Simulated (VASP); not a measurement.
The system is Pd.

```
Pd
1.0
     0.00000    1.94650    1.94650
     1.94650    0.00000    1.94650
     1.94650    1.94650    0.00000
Pd
1
Direct
  0.00000 0.00000 0.00000
```

```yaml
Program: VASP 6.6.1
Task: relaxation of cell and atoms
Functional: LDA
Potentials_or_basis: VASP PAW LDA potentials, release 64 (Pd)
Cutoff: 600 eV
k_mesh: 9 × 9 × 9
Occupations: methfessel-paxton, width 0.1 eV
Spin: no spin polarisation
```

At the start: pressure -8.8 GPa; volume 14.75 Å³/atom.

Question: Where does the relaxation end?

Answer: Over 4 steps the energy falls by 17.7 meV/atom and the volume is 14.13 Å³/atom (-4.2 %); space group Fm-3m (No. 225, to 0.05 Å).

The path:
```csv
step,energy change (eV),largest force (eV/Å),pressure (GPa),volume (Å³)
1,0.0000,0.0000,-8.78,14.75
2,0.0473,0.0000,21.66,13.09
3,-0.0177,0.0000,-0.24,14.15
4,-0.0177,0.0000,-0.04,14.13
```

Final structure:
```
Pd
1.0
     0.00000    1.91901    1.91901
     1.91901    0.00000    1.91901
     1.91901    1.91901    0.00000
Pd
1
Direct
  0.00000 0.00000 0.00000
```
